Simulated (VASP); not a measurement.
Input of a VASP 6.6.1 run:

The input INCAR:

```
PREC = Accurate
ENCUT = 520
EDIFF = 1E-6
ISMEAR = 0
SIGMA = 0.1
LREAL = False
LASPH = True
NELM = 150
ALGO = Normal
ISIF = 2
LWAVE = False
LCHARG = True
ISPIN = 2
MAGMOM = 0 0 0 0 0 0 0 0 0 0 0 0 1
LORBIT = 11
LDIPOL = True
IDIPOL = 3
DIPOL = 0.5 0.5 0.312
GGA = PE
LELF = True
LVHAR = True
LVACPOTAV = True
NBANDS = 34
```

Contents of KPOINTS:

```
regular mesh
0
Gamma
  6 6 1
```

The input POSCAR:

```
Al12H
1.0
    5.7135165838      0.0000000000      0.0000000000
   -2.8567582919      4.9480505065      0.0000000000
    0.0000000000      0.0000000000     21.6013781936
Al H
12 1
Direct
    0.3333333333      0.1666666667      0.1851733702
    0.3333333333      0.6666666667      0.1851733702
    0.8333333333      0.1666666667      0.1851733702
    0.8333333333      0.6666666667      0.1851733702
    0.1666666667      0.3333333333      0.2916813828
    0.1666666667      0.8333333333      0.2916813828
    0.6666666667      0.3333333333      0.2916813828
    0.6666666667      0.8333333333      0.2916813828
    0.0000000000      0.0000000000      0.3981865470
    0.0000000000      0.5000000000      0.3981865470
    0.5000000000      0.0000000000      0.3981865470
    0.5000000000      0.5000000000      0.3981865470
    0.1666666667     -0.1666666667      0.5495657771
```

Potentials or basis: VASP PAW PBE potentials, release 64 (Al, H).

Command:

```console
$ cat potpaw_PBE.64/Al/POTCAR potpaw_PBE.64/H/POTCAR > POTCAR
$ mpirun -np 1 vasp_std > vasp.out
```

Task: Estimate the band gap on the k mesh.

Result: Zero (filled and empty bands overlap).

Task: What does it give for the site moments?

Result: Al +0.00; H +0.37 μB.

Forces in eV/Å, atoms in the order of the input:
```
Al   0.000  0.003  0.002
Al   0.002 -0.001  0.002
Al   0.000  0.000  0.002
Al  -0.002 -0.001  0.002
Al  -0.001 -0.001 -0.003
Al   0.000  0.000  0.003
Al   0.001 -0.001 -0.003
Al   0.000  0.001 -0.003
Al   0.003 -0.002  0.024
Al   0.000  0.003  0.024
Al  -0.003 -0.002  0.024
Al   0.000  0.000  0.000
H    0.000  0.000 -0.076
```
